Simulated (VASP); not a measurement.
Write the native input for VASP 6.6.1 that does the following.

| Item | Value |
| --- | --- |
| Task | single point |
| Functional | PBEsol |
| Potentials or basis | VASP PAW PBE potentials, release 64 (Li_sv, Ta_pv, O) |
| Cutoff | 520 eV |
| k mesh | 10 × 10 × 10 |
| Occupations | gaussian, width 0.05 eV |
| Spin | no spin polarisation |
| Dipole correction | no |
| Further INCAR settings | ALGO = Normal; EDIFF = 1e-06; NBANDS = 32 |

The structure of Li3TaO4 lies in POSCAR:

```
Li3TaO4
1.0
   -2.0422644308      2.0422644308      4.2529592940
    2.0422644308     -2.0422644308      4.2529592940
    2.0422644308      2.0422644308     -4.2529592940
Li Ta O
3 1 4
Direct
    0.5114626068      0.5114626068      0.0000000000
    0.2509681277      0.7509681277      0.5000000000
    0.7509681277      0.2509681277      0.5000000000
   -0.0002820304     -0.0002820304      0.0000000000
   -0.0001431498      0.4998568502      0.5000000000
    0.7730912923      0.7730912923      0.0000000000
    0.4998568502     -0.0001431498      0.5000000000
    0.2245726369      0.2245726369      0.0000000000
```

This cell differs from its parent crystal: mode 1 (-167.1 1/cm) frozen in, largest displacement +0.098 Å.

One way to write it, as run:

INCAR

```
ALGO = Normal
EDIFF = 1E-6
ENCUT = 520
GGA = PS
ISIF = 2
ISMEAR = 0
LASPH = True
LCHARG = False
LREAL = False
LWAVE = False
NBANDS = 32
NELM = 60
PREC = Accurate
SIGMA = 0.05
```

KPOINTS

```
k-points
0
Gamma
  10 10 10
```

Potentials or basis: VASP PAW PBE potentials, release 64 (Li_sv, Ta_pv, O).

Command:

```console
$ cat potpaw_PBE.64/Li_sv/POTCAR potpaw_PBE.64/Ta_pv/POTCAR potpaw_PBE.64/O/POTCAR > POTCAR
$ mpirun -np 1 vasp_std > vasp.out
```

It gave:

```yaml
Largest_force: 0.149 eV/Å
Band_gap_on_the_k_mesh: 1.53 eV, indirect (least direct gap 1.59 eV)
```

Caveat: the cell differs from its parent crystal (mode 1 (-167.1 1/cm) frozen in, largest displacement +0.098 Å); the PAW data sets were made with another functional, which shifts forces and pressure a little; spin-orbit coupling is left out, which moves the levels of the heavy elements.

Run time: 4.5 min on 1 thread of AMD EPYC 7R13, with other jobs on the host, peak memory 0.37 GiB.
